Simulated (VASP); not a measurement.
Sc3Al, 4 atoms in the cell. Symmetry: P4/mmm, No. 123, tetragonal system. The conventional cell has a = 4.244 Å, b = 4.244 Å, c = 4.440 Å, α = 90.00°, β = 90.00°, γ = 90.00°. Within 4.0 Å of Sc (site symmetry mmm) lie 8 Sc at 3.00 to 3.07 Å and 4 Al at 3.07 Å. Within 4.0 Å of Sc (site symmetry 4/mmm) lie 4 Al at 3.00 Å and 8 Sc at 3.07 Å. Within 4.0 Å of Al (site symmetry 4/mmm) lie 12 Sc at 3.00 to 3.07 Å.  This cell differs from its parent crystal: strain -0.030 along x and y, +0.015 along z.

* Program: VASP 6.6.1
* Task: single point
* Functional: PBEsol
* Potentials or basis: VASP PAW PBE potentials, release 64 (Sc_sv, Al)
* Cutoff: 520 eV
* k mesh: 12 × 12 × 12
* Occupations: gaussian, width 0.15 eV
* Spin: no spin polarisation
* Dipole correction: no
* Further INCAR settings: ALGO = Fast; EDIFF = 1e-06; NBANDS = 26

Potentials or basis: VASP PAW PBE potentials, release 64 (Sc_sv, Al).

Command:

```console
$ cat potpaw_PBE.64/Sc_sv/POTCAR potpaw_PBE.64/Al/POTCAR > POTCAR
$ mpirun -np 1 vasp_std > vasp.out
```

Hardware: 1 thread of AMD EPYC 7R13 Processor (Zen 3), with other jobs on the host.

Estimate the wall time of this run.

Run time: 9.3 min on 1 thread of AMD EPYC 7R13 Processor (Zen 3), with other jobs on the host, peak memory 0.41 GiB. Counts: scf iterations 17, k points 196.
